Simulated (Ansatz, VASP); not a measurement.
# One calculation of Bi3Br4, two programs

```xyz
7
Lattice="6.8650 0.0000 0.0000 -3.4325 5.9453 0.0000 0.0000 0.0000 6.8148" Properties=species:S:1:pos:R:3 pbc="T T T"
Bi   -1.7163    2.9726    0.0000
Bi    3.4325    0.0000    0.0000
Bi    1.7163    2.9726    0.0000
Br    0.0000    0.0000    1.7741
Br    0.0000    0.0000    5.0407
Br    0.0000    3.9635    3.4074
Br    3.4325    1.9818    3.4074
```

Change from the starting cell: species swapped into the Zr4Al3 type (P6/mmm, No. 191).

Alike in both runs: task relaxation of cell and atoms; functional PBE; k mesh 3 × 3 × 4; occupations gaussian, width 0.1 eV; no spin polarisation.

```csv
,VASP,Ansatz
version,VASP 6.6.1,Ansatz 0.2.0
potentials or method,"VASP PAW PBE potentials, release 64 (Bi_d, Br), cutoff 600 eV","scalar-relativistic, plane waves, PAW"
valence electrons in the cell,73,73
```

```csv
,VASP,Ansatz,Ansatz less VASP
"gap on the k mesh at the Fermi level, each at its own relaxed structure (eV)",none,none,-
relaxed volume (Å³/atom),30.64,30.65,+0.010
relaxed length of the cell vector where the two differ most in proportion (Å),6.653,6.654,+0.0008
```

A gap of «none» marks a metal or a gap that the smearing closes.

Neither program's run includes spin-orbit coupling. Noted on VASP's run: the volume moved by over 15 % at a fixed basis, so the end points are rough.
